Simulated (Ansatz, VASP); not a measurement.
**TiO2: VASP beside Ansatz**

```
Ti O
1.0
     0.00000    2.41523    2.41523
     2.41523    0.00000    2.41523
     2.41523    2.41523    0.00000
Ti O
1 2
Cartesian
  0.0000 0.0000 0.0000
  1.2076 1.2076 1.2076
  3.6228 3.6228 3.6228
```

Alike in both runs: functional PBE; k mesh 8 × 8 × 8; occupations gaussian, width 0.1 eV; no spin polarisation.

Ansatz relaxed the structure, and its values are those at the end. VASP's run is a single point on that final structure, the one shown.

|  | VASP | Ansatz |
| --- | --- | --- |
| version | VASP 6.6.1 | Ansatz 0.2.0 |
| potentials or method | VASP PAW PBE potentials, release 64 (Ti_sv, O), cutoff 520 eV | scalar-relativistic, plane waves, PAW |
| valence electrons in the cell | 24 | 24 |

|  | VASP | Ansatz | Ansatz less VASP |
| --- | --- | --- | --- |
| gap on the k mesh at the Fermi level (eV) | 1.11 | 1.12 | +0.016 |
| least direct gap on the mesh (eV) | 1.78 | 1.80 | +0.013 |
| pressure (GPa) | 0.7 | -0.1 | -0.81 |
